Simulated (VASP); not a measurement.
# Pt (P6_3/mmc) in VASP: notebook

Pt is run at these levels: r2SCAN; tasks: single point.

Everything below comes from runs of VASP 6.6.1. Logs are shortened: lines on timing, memory, paths and dates and some standing lists are left out, and cuts for length are marked.

**1. The cell of the first run**

Symmetry: P6_3/mmc, No. 194, hexagonal system. The conventional cell has a = 2.674 Å, b = 2.674 Å, c = 5.107 Å, α = 90.00°, β = 90.00°, γ = 120.00°. Within 3.5 Å of Pt (site symmetry -6m2) lie 12 Pt at 2.67 to 2.98 Å.

This isn't the form of Pt at room conditions, which is fcc.

**2. Single point, r2SCAN**

POSCAR

```
Pt
1.0
    2.6743376865      0.0000000000      0.0000000000
   -1.3371688432      2.3160443748      0.0000000000
    0.0000000000      0.0000000000      5.1065087093
Pt
2
Direct
    0.6666666667      0.3333333333      0.7500000000
    0.3333333333      0.6666666667      0.2500000000
```

INCAR.step1

```
SYSTEM = Pt
ALGO     = Normal         ! electronic algorithm
EDIFF    = 1E-4           ! SCF threshold, eV
ENCUT    = 520            ! plane-wave cutoff, eV
GGA      = PE             ! functional
ISMEAR   = 0              ! smearing method
LASPH    = .True.         ! aspherical terms in the spheres
LCHARG   = .False.        ! write CHGCAR
LREAL    = .False.        ! projectors in reciprocal space
LWAVE    = .True.         ! write WAVECAR
NBANDS   = 17             ! bands
NELM     = 60             ! most SCF steps
PREC     = Accurate       ! precision mode
SIGMA    = 0.15           ! smearing width, eV
```

INCAR.step2

```
SYSTEM = Pt
ALGO     = Normal         ! electronic algorithm
EDIFF    = 1E-7           ! SCF threshold, eV
ENCUT    = 520            ! plane-wave cutoff, eV
ISIF     = 2              ! what is computed and relaxed
ISMEAR   = 0              ! smearing method
ISTART   = 1            
LASPH    = .True.         ! aspherical terms in the spheres
LCHARG   = .False.        ! write CHGCAR
LMIXTAU  = .True.       
LREAL    = .False.        ! projectors in reciprocal space
LWAVE    = .False.        ! write WAVECAR
METAGGA  = R2SCAN         ! meta-GGA
NBANDS   = 17             ! bands
NELM     = 60             ! most SCF steps
PREC     = Accurate       ! precision mode
SIGMA    = 0.15           ! smearing width, eV
```

KPOINTS

```
k-points
0
Gamma
  24 24 12
  0 0 0
```

Potentials or basis: VASP PAW PBE potentials, release 64 (Pt).

Started as:

```bash
$ cat potpaw_PBE.64/Pt/POTCAR > POTCAR
$ cp INCAR.step1 INCAR
$ mpirun -np 1 vasp_std > vasp.out
$ cp INCAR.step2 INCAR
$ mpirun -np 1 vasp_std > vasp.out
```

OUTCAR:

```text
SYSTEM = Pt
   EDIFF = 1E-7
   ENCUT = 520
   ISIF = 2
   ISMEAR = 0
   ISTART = 1
   LASPH = .True.
   LREAL = .False.
   METAGGA = R2SCAN
   NELM = 60
   PREC = Accurate

 ion  position               nearest neighbor table
   1  0.667  0.333  0.750-   2 2.98   2 2.98   2 2.98   2 2.98   2 2.98   2 2.98
   2  0.333  0.667  0.250-   1 2.98   1 2.98   1 2.98   1 2.98   1 2.98   1 2.98

  LATTYP: Found a hexagonal cell.
 ALAT       =     2.6743376865
 C/A-ratio  =     1.9094479860

  Lattice vectors:

 A1 = (   2.6743376865,   0.0000000000,   0.0000000000)
 A2 = (  -1.3371688432,   2.3160443748,   0.0000000000)
 A3 = (   0.0000000000,   0.0000000000,   5.1065087093)

Analysis of symmetry for initial positions (statically):
=====================================================================
 Subroutine PRICEL returns:
 Original cell was already a primitive cell.

 Routine SETGRP: Setting up the symmetry group for a
 hexagonal supercell.

 Subroutine GETGRP returns: Found 24 space group operations
 (whereof 12 operations were pure point group operations)
 out of a pool of 24 trial point group operations.

The static configuration has the point symmetry D_3d.
 The point group associated with its full space group is D_6h.

Analysis of symmetry for dynamics (positions and initial velocities):
=====================================================================
 Subroutine PRICEL returns:
 Original cell was already a primitive cell.

 Routine SETGRP: Setting up the symmetry group for a
 hexagonal supercell.

 Subroutine GETGRP returns: Found 24 space group operations
 (whereof 12 operations were pure point group operations)
 out of a pool of 24 trial point group operations.

The dynamic configuration has the point symmetry D_3d.
 The point group associated with its full space group is D_6h.

 Subroutine INISYM returns: Found 24 space group operations
 (whereof 12 operations are pure point group operations),
 and found     1 'primitive' translations

----------------------------------------------------------------------------------------

                                     Primitive cell

  volume of cell :      31.6291

  direct lattice vectors                    reciprocal lattice vectors
     2.674337686  0.000000000  0.000000000     0.373924357  0.215885328  0.000000000
    -1.337168843  2.316044375  0.000000000     0.000000000  0.431770656  0.000000000
     0.000000000  0.000000000  5.106508709     0.000000000  0.000000000  0.195828512

  length of vectors
     2.674337686  2.674337686  5.106508709     0.431770656  0.431770656  0.195828512

  position of ions in fractional coordinates (direct lattice)
     0.666666667  0.333333333  0.750000000
     0.333333333  0.666666667  0.250000000

  ion indices of the primitive-cell ions
   primitive index   ion index
                 1           1
                 2           2

----------------------------------------------------------------------------------------

 KPOINTS: k-points

Automatic generation of k-mesh.
 Grid dimensions read from file:
 generate k-points for:   24   24   12

 Generating k-lattice:

  Cartesian coordinates                     Fractional coordinates (reciprocal lattice)
     0.015580182  0.008995222  0.000000000     0.041666667 -0.000000000  0.000000000
     0.000000000  0.017990444  0.000000000     0.000000000  0.041666667  0.000000000
     0.000000000  0.000000000  0.016319043     0.000000000  0.000000000  0.083333333

  Length of vectors
     0.017990444  0.017990444  0.016319043

  Shift w.r.t. Gamma in fractional coordinates (k-lattice)
     0.000000000  0.000000000  0.000000000

 Subroutine IBZKPT returns following result:
 ===========================================

 Found    427 irreducible k-points:

 Following reciprocal coordinates:
            Coordinates               Weight
  0.000000  0.000000  0.000000      1.000000
  0.041667 -0.000000  0.000000      6.000000
  0.083333 -0.000000  0.000000      6.000000
  0.125000 -0.000000  0.000000      6.000000
[... 44 lines left out ...]

 E-fermi :  10.0673     XC(G=0): -14.2449

 val. band max:       10.0647507738   @ k =   0.3750  -0.0000   0.2500
 cond. band min:      10.0717658665   @ k =   0.2917   0.2500   0.1667
 fundamental gap:      0.0070150927
 Fermi energy:        10.0673087486

 k-point     1 :       0.0000    0.0000    0.0000
  band No.  band energies     occupation
      1       0.1469      2.00000
      2       2.3513      2.00000
      3       5.4260      2.00000
      4       6.4577      2.00000
      5       6.4577      2.00000
      6       6.6948      2.00000
[... 9 lines left out ...]
     16      28.2079      0.00000
     17      33.7584      0.00000

 k-point     2 :       0.0417   -0.0000    0.0000
  band No.  band energies     occupation
      1       0.2205      2.00000
      2       2.4244      2.00000
      3       5.4522      2.00000
      4       6.4205      2.00000
      5       6.5144      2.00000
      6       6.6539      2.00000
[... 9 lines left out ...]
     16      28.3257      0.00000
     17      33.2270      0.00000

 k-point     3 :       0.0833   -0.0000    0.0000
  band No.  band energies     occupation
      1       0.4378      2.00000
      2       2.6373      2.00000
      3       5.5198      2.00000
      4       6.3248      2.00000
      5       6.5452      2.00000
      6       6.6832      2.00000
[... 9 lines left out ...]
     16      28.6362      0.00000
     17      32.1855      0.00000

 k-point     4 :       0.1250   -0.0000    0.0000
  band No.  band energies     occupation
      1       0.7874      2.00000
      2       2.9671      2.00000
      3       5.5855      2.00000
      4       6.2023      2.00000
      5       6.4381      2.00000
      6       6.9592      2.00000
[... 9 lines left out ...]
     16      28.9640      0.00000
     17      31.0242      0.00000
[... 343 lines left out ...]
      1       3.2554      2.00000
      2       3.4657      2.00000
      3       4.5025      2.00000
      4       6.4070      2.00000
      5       6.4331      2.00000
      6       7.5290      2.00000
[... 9 lines left out ...]
     16      24.5823      0.00000
     17      24.9557      0.00000

 k-point    23 :       0.4167    0.0417    0.0000
  band No.  band energies     occupation
      1       3.2290      2.00000
      2       3.3718      2.00000
      3       4.3519      2.00000
      4       6.2717      2.00000
      5       6.7845      2.00000
      6       7.4649      2.00000
[... 9 lines left out ...]
     16      24.0487      0.00000
     17      24.3199      0.00000

 k-point    24 :       0.4583    0.0417    0.0000
  band No.  band energies     occupation
      1       3.1965      2.00000
      2       3.3300      2.00000
      3       4.2764      2.00000
      4       6.2027      2.00000
      5       7.0026      2.00000
      6       7.4248      2.00000
[... 9 lines left out ...]
     16      23.7315      0.00000
     17      23.9976      0.00000

 [... further k-points ...]

------------------------ aborting loop because EDIFF is reached ----------------------------------------

  FORCE on cell =-STRESS in cart. coord.  units (eV):
  Direction    XX          YY          ZZ          XY          YZ          ZX
  --------------------------------------------------------------------------------------
  -------------------------------------------------------------------------------------
  Total        1.2411340      1.2411340     -2.5986776      0.0000000      0.0000000      0.0000000
  in kB       62.8697952     62.8697952   -131.6363376      0.0000000      0.0000000      0.0000000
  external PRESSURE =      -1.9655824 kB  Pullay stress =       0.0000000 kB

 VOLUME and BASIS-vectors are now :
 -----------------------------------------------------------------------------
  energy-cutoff  :      520.00
  volume of cell :       31.63
      direct lattice vectors                 reciprocal lattice vectors
     2.674337686  0.000000000  0.000000000     0.373924357  0.215885328  0.000000000
    -1.337168843  2.316044375  0.000000000     0.000000000  0.431770656  0.000000000
     0.000000000  0.000000000  5.106508709     0.000000000  0.000000000  0.195828512

 POSITION                                       TOTAL-FORCE (eV/Angst)
 -----------------------------------------------------------------------------------
      1.33717      0.77201      3.82988         0.000000      0.000000      0.000000
     -0.00000      1.54403      1.27663        -0.000000     -0.000000      0.000000
 -----------------------------------------------------------------------------------
    total drift:                               -0.000000      0.000000     -0.000000

  FREE ENERGIE OF THE ION-ELECTRON SYSTEM (eV)
  ---------------------------------------------------
  free  energy   TOTEN  =      -102.7711173720 eV

  energy  without entropy=     -102.7444058390  energy(sigma->0) =     -102.75776161
```

Run time: 12 min. Hardware: 1 thread of AMD EPYC 7R43 (Zen 3), shared host; peak memory 0.27 GiB.

What came out:

```yaml
Free_energy: -102.7711 eV
Pressure: -0.2 GPa
Band_gap_on_the_k_mesh: zero (bands 10 and 11 overlap by 1.70 eV)
```

Stress tensor (GPa, compression positive):
```
  6.29   0.00   0.00
  0.00   6.29   0.00
  0.00   0.00 -13.16
```

Caveat: the PAW data sets were made with another functional, which shifts forces and pressure a little; spin-orbit coupling is left out, which moves the levels of the heavy elements.

**3. Single point, r2SCAN**

This run uses another cell than the first one, of the same volume but with other edges.

POSCAR

```
Pt
1.0
    2.7984876529      0.0000000000      0.0000000000
   -1.3992438264      2.4235613996      0.0000000000
    0.0000000000      0.0000000000      4.6634763165
Pt
2
Direct
    0.6666666667      0.3333333333      0.7500000000
    0.3333333333      0.6666666667      0.2500000000
```

INCAR.step1

```
PREC     = Accurate       # precision mode
ENCUT    = 520            # plane-wave cutoff, eV
ISMEAR   = 0              # smearing method
SIGMA    = 0.15           # smearing width, eV
LREAL    = F              # projectors in reciprocal space
LASPH    = T              # aspherical terms in the spheres
NELM     = 60             # most SCF steps
NBANDS   = 17             # bands
GGA      = PE             # functional
ALGO     = Normal         # electronic algorithm
EDIFF    = 1E-4           # SCF threshold, eV
LWAVE    = T              # write WAVECAR
LCHARG   = F              # write CHGCAR
```

INCAR.step2

```
PREC     = Accurate       # precision mode
ENCUT    = 520            # plane-wave cutoff, eV
EDIFF    = 1E-7           # SCF threshold, eV
ISMEAR   = 0              # smearing method
SIGMA    = 0.15           # smearing width, eV
LREAL    = F              # projectors in reciprocal space
LASPH    = T              # aspherical terms in the spheres
NELM     = 60             # most SCF steps
ALGO     = Normal         # electronic algorithm
ISIF     = 2              # what is computed and relaxed
LWAVE    = F              # write WAVECAR
LCHARG   = F              # write CHGCAR
METAGGA  = R2SCAN         # meta-GGA
LMIXTAU  = T            
NBANDS   = 17             # bands
ISTART   = 1
```

KPOINTS

```
regular mesh
0
Gamma
  24 24 12
```

Potentials or basis: VASP PAW PBE potentials, release 64 (Pt).

Started as:

```bash
$ cat potpaw_PBE.64/Pt/POTCAR > POTCAR
$ cp INCAR.step1 INCAR
$ mpirun -np 1 vasp_std > vasp.out
$ cp INCAR.step2 INCAR
$ mpirun -np 1 vasp_std > vasp.out
```

It took 15 min on 1 thread of AMD EPYC 7R43 (Zen 3), shared host; peak memory 0.27 GiB.

Results (log left out):

```yaml
Free_energy: -102.8598 eV
Pressure: -6.3 GPa
Band_gap_on_the_k_mesh: zero (bands 10 and 11 overlap by 1.28 eV)
```

Stress tensor (GPa, compression positive):
```
-8.65  0.00  0.00
 0.00 -8.65  0.00
 0.00  0.00 -1.54
```

Levels at points of the mesh, in eV from the Fermi level:
```tsv
k point	band 8	band 9	band 10	band 11	band 12	band 13
(0.00, 0.00, 0.00)	-2.18	-2.18	-0.29	-0.29	-0.23	5.47
(0.50, 0.00, 0.00)	0.08	0.11	0.37	2.34	3.78	7.82
(0.00, 0.00, 0.50)	-3.56	-0.90	-0.90	-0.90	-0.90	13.47
(0.50, 0.00, 0.50)	-0.83	0.27	0.27	1.85	1.85	6.64
```

Caveat: the cell stands under tension; the PAW data sets were made with another functional, which shifts forces and pressure a little; spin-orbit coupling is left out, which moves the levels of the heavy elements.

**4. Single point, r2SCAN**

This run uses another cell than the first one, of the same volume but with other edges.

POSCAR

```
Pt
1.0
    2.7161309633      0.0000000000      0.0000000000
   -1.3580654817      2.3522384143      0.0000000000
    0.0000000000      0.0000000000      4.9505693977
Pt
2
Direct
    0.6666666667      0.3333333333      0.7500000000
    0.3333333333      0.6666666667      0.2500000000
```

INCAR.step1

```
PREC = Accurate
ENCUT = 520
ISMEAR = 0
SIGMA = 0.15
LREAL = False
LASPH = True
NELM = 80
NBANDS = 17
GGA = PE
ALGO = Normal
EDIFF = 1E-4
LWAVE = True
LCHARG = False
```

INCAR.step2

```
PREC = Accurate
ENCUT = 520
EDIFF = 1E-6
ISMEAR = 0
SIGMA = 0.15
LREAL = False
LASPH = True
NELM = 80
ALGO = Normal
ISIF = 2
LWAVE = False
LCHARG = False
METAGGA = R2SCAN
LMIXTAU = True
NBANDS = 17
ISTART = 1
```

KPOINTS

```
Automatic mesh
0
Gamma
  24 24 12
```

Started as:

```bash
$ cat potpaw_PBE.64/Pt/POTCAR > POTCAR
$ cp INCAR.step1 INCAR
$ mpirun -np 1 vasp_std > vasp.out
$ cp INCAR.step2 INCAR
$ mpirun -np 1 vasp_std > vasp.out
```

Run time: 10 min. Hardware: 1 thread of AMD EPYC 7R43 (Zen 3), shared host; peak memory 0.27 GiB.

It converged, with:

- Free energy: -102.8575 eV
- Pressure: -3.8 GPa
- Band gap on the k mesh: zero (bands 10 and 11 overlap by 1.51 eV)

Stress tensor (GPa, compression positive):
```
-0.87  0.00  0.00
 0.00 -0.87  0.00
 0.00  0.00 -9.80
```

Levels at points of the mesh, in eV from the Fermi level:
```csv
k point,band 6,band 7,band 8,band 9,band 10,band 11,band 12,band 13,band 14,band 15
"(0.00, 0.00, 0.00)",-3.27,-3.27,-1.57,-1.57,-0.82,-0.23,-0.23,4.29,15.68,16.35
"(0.50, 0.00, 0.00)",-2.91,-2.34,-0.19,0.55,0.70,2.53,4.12,7.64,8.98,9.97
"(0.00, 0.00, 0.50)",-3.52,-3.52,-3.52,-0.77,-0.77,-0.77,-0.77,11.45,11.45,16.69
"(0.50, 0.00, 0.50)",-1.73,-0.81,-0.81,0.64,0.64,1.89,1.89,7.08,7.08,14.29
```

Caveat: the cell stands under tension; the PAW data sets were made with another functional, which shifts forces and pressure a little; spin-orbit coupling is left out, which moves the levels of the heavy elements.

**5. Single point, r2SCAN**

This run uses another cell than the first one, of the same volume but with other edges.

POSCAR

```
Pt
1.0
    2.9143441186      0.0000000000      0.0000000000
   -1.4571720593      2.5238960421      0.0000000000
    0.0000000000      0.0000000000      4.3000638469
Pt
2
Direct
    0.6666666667      0.3333333333      0.7500000000
    0.3333333333      0.6666666667      0.2500000000
```

INCAR.step1

```
SYSTEM = Pt
PREC     = Accurate       ! precision mode
ENCUT    = 520            ! plane-wave cutoff, eV
ISMEAR   = 0              ! smearing method
SIGMA    = 0.15           ! smearing width, eV
LREAL    = .FALSE.        ! projectors in reciprocal space
LASPH    = .TRUE.         ! aspherical terms in the spheres
NELM     = 100            ! most SCF steps
NBANDS   = 17             ! bands
GGA      = PE             ! functional
ALGO     = Normal         ! electronic algorithm
EDIFF    = 1E-4           ! SCF threshold, eV
LWAVE    = .TRUE.         ! write WAVECAR
LCHARG   = .FALSE.        ! write CHGCAR
```

INCAR.step2

```
SYSTEM = Pt
PREC     = Accurate       ! precision mode
ENCUT    = 520            ! plane-wave cutoff, eV
EDIFF    = 1E-7           ! SCF threshold, eV
ISMEAR   = 0              ! smearing method
SIGMA    = 0.15           ! smearing width, eV
LREAL    = .FALSE.        ! projectors in reciprocal space
LASPH    = .TRUE.         ! aspherical terms in the spheres
NELM     = 100            ! most SCF steps
ALGO     = Normal         ! electronic algorithm
ISIF     = 2              ! what is computed and relaxed
LWAVE    = .FALSE.        ! write WAVECAR
LCHARG   = .FALSE.        ! write CHGCAR
METAGGA  = R2SCAN         ! meta-GGA
LMIXTAU  = .TRUE.       
NBANDS   = 17             ! bands
ISTART   = 1
```

KPOINTS

```
regular mesh
0
G
  24 24 12
  0 0 0
```

Started as:

```bash
$ cat potpaw_PBE.64/Pt/POTCAR > POTCAR
$ cp INCAR.step1 INCAR
$ mpirun -np 1 vasp_std > vasp.out
$ cp INCAR.step2 INCAR
$ mpirun -np 1 vasp_std > vasp.out
```

Run time: 19 min. Hardware: 1 thread of Intel Xeon 8259CL, shared host; peak memory 0.31 GiB.

The run converged. Its results:

```
Free energy            : -102.7194 eV
Pressure               : -3.0 GPa
Band gap on the k mesh : zero (bands 10 and 11 overlap by 1.34 eV)
```

Stress tensor (GPa, compression positive):
```
-5.58  0.00  0.00
 0.00 -5.58  0.00
 0.00  0.00  2.23
```

Levels at points of the mesh, in eV from the Fermi level:
```tsv
k point	band 7	band 8	band 9	band 10	band 11	band 12	band 13	band 14
(0.00, 0.00, 0.00)	-2.89	-2.87	-2.87	-0.32	-0.32	0.81	7.16	15.25
(0.50, 0.00, 0.00)	-2.35	-0.52	-0.01	0.49	1.84	3.03	8.71	10.54
(0.00, 0.00, 0.50)	-3.62	-3.62	-0.84	-0.84	-0.84	-0.84	14.86	14.86
(0.50, 0.00, 0.50)	-0.98	-0.98	-0.18	-0.18	1.68	1.68	6.39	6.39
```

Caveat: the PAW data sets were made with another functional, which shifts forces and pressure a little; spin-orbit coupling is left out, which moves the levels of the heavy elements.

**6. Overview**

| cell | gap on the mesh (eV) | pressure (GPa) |
| --- | --- | --- |
| a = 2.674, b = 2.674, c = 5.107 Å, angles 90.0, 90.0, 120.0°, 2 atoms | none | -0.2 |
| a = 2.798, b = 2.798, c = 4.663 Å, angles 90.0, 90.0, 120.0°, 2 atoms | none | -6.3 |
| a = 2.716, b = 2.716, c = 4.951 Å, angles 90.0, 90.0, 120.0°, 2 atoms | none | -3.8 |
| a = 2.914, b = 2.914, c = 4.300 Å, angles 90.0, 90.0, 120.0°, 2 atoms | none | -3.0 |

Alike in all rows: task single point; level r2SCAN; potentials or basis VASP PAW PBE potentials, release 64 (Pt); no spin polarisation; k mesh 24 × 24 × 12; cutoff (eV) 520; smearing gaussian 0.15 eV.

Caveats: the PAW data sets were made with another functional, which shifts forces and pressure a little; spin-orbit coupling is left out, which moves the levels of the heavy elements; the cell stands under tension (at least some runs).

Total energies depend on the potentials used, so only differences within one code and one set of settings carry meaning.
